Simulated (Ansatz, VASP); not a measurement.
**SrTlI3 in VASP and in Ansatz**

POSCAR

```
SrTlI3
1.0
    6.5514642731      0.0000000000      0.0000000000
    0.0000000000      6.5514642731      0.0000000000
    0.0000000000      0.0000000000      6.5514642731
Tl Sr I
1 1 3
Direct
    0.0000000000      0.0000000000      0.0000000000
    0.5000000000      0.5000000000      0.5000000000
    0.5000000000      0.5000000000      0.0000000000
    0.5000000000      0.0000000000      0.5000000000
    0.0000000000      0.5000000000      0.5000000000
```

File INCAR.step1:

```
ALGO     = Normal         # electronic algorithm
EDIFF    = 1E-4           # SCF threshold, eV
ENCUT    = 520            # plane-wave cutoff, eV
GGA      = PE             # functional
ISMEAR   = 0              # smearing method
LASPH    = True           # aspherical terms in the spheres
LCHARG   = False          # write CHGCAR
LREAL    = False          # projectors in reciprocal space
LWAVE    = True           # write WAVECAR
NBANDS   = 30             # bands
NELM     = 60             # most SCF steps
PREC     = Accurate       # precision mode
SIGMA    = 0.01           # smearing width, eV
```

INCAR.step2

```
ALGO     = Normal         # electronic algorithm
EDIFF    = 1E-6           # SCF threshold, eV
ENCUT    = 520            # plane-wave cutoff, eV
ISIF     = 2              # what is computed and relaxed
ISMEAR   = 0              # smearing method
ISTART   = 1            
LASPH    = True           # aspherical terms in the spheres
LCHARG   = True           # write CHGCAR
LELF     = True           # ELF
LMIXTAU  = True         
LREAL    = False          # projectors in reciprocal space
LVHAR    = True         
LWAVE    = False          # write WAVECAR
METAGGA  = R2SCAN         # meta-GGA
NBANDS   = 30             # bands
NELM     = 60             # most SCF steps
PREC     = Accurate       # precision mode
SIGMA    = 0.01           # smearing width, eV
```

The input KPOINTS:

```
k-points
0
Gamma
  4 4 4
```

Input for Ansatz:

```yaml
crystal:
  lattice:
    - [6.5514642731, 0.0, 0.0]
    - [0.0, 6.5514642731, 0.0]
    - [0.0, 0.0, 6.5514642731]
  atoms:
    - { symbol: Tl, position: [0.0, 0.0, 0.0] }
    - { symbol: Sr, position: [0.5, 0.5, 0.5] }
    - { symbol: I, position: [0.5, 0.5, 0.0] }
    - { symbol: I, position: [0.5, 0.0, 0.5] }
    - { symbol: I, position: [0.0, 0.5, 0.5] }
kpoints:
  mp_grid: { grid: [4, 4, 4] }
  band_path:
    path:
      - [0.0, 0.0, 0.0]
      - [0.0, 0.5, 0.0]
      - [0.5, 0.5, 0.0]
      - [0.5, 0.5, 0.5]
      - [0.0, 0.0, 0.5]
    npoints: 1
hamiltonian:
  xc: r2scan
scf:
  occupations: { method: fixed }
  n_extra_bands: 5
output:
  forces: true
  stress: true
  eigenvalues: true
  write_density: true
  write_potential: true
  elf: true
  volumetric_format: npy
```

Change from the starting cell: hydrostatic strain +3.0%.

Alike in both runs: task single point; functional r2SCAN; k mesh 4 × 4 × 4; no spin polarisation.

|  | VASP | Ansatz |
| --- | --- | --- |
| version | VASP 6.6.1 | Ansatz 0.2.0 |
| potentials or method | VASP PAW PBE potentials, release 64 (Tl_d, Sr_sv, I) | plane waves, PAW |
| plane-wave cutoff (eV) | 520 | 500 |
| occupations | gaussian, width 0.01 eV | fixed |
| valence electrons in the cell | 44 | 74 |

|  | VASP | Ansatz | Ansatz less VASP |
| --- | --- | --- | --- |
| gap on the k mesh at the Fermi level (eV) | 2.88 | 2.89 | +0.006 |
| pressure (GPa) | -1.1 | -1.1 | -0.01 |

VASP's potentials were made for PBE, not for r2SCAN. VASP's potentials hold 44 valence electrons a cell and Ansatz's 74, so a difference there can come from the potentials and not from the codes.

Neither program's run includes spin-orbit coupling.
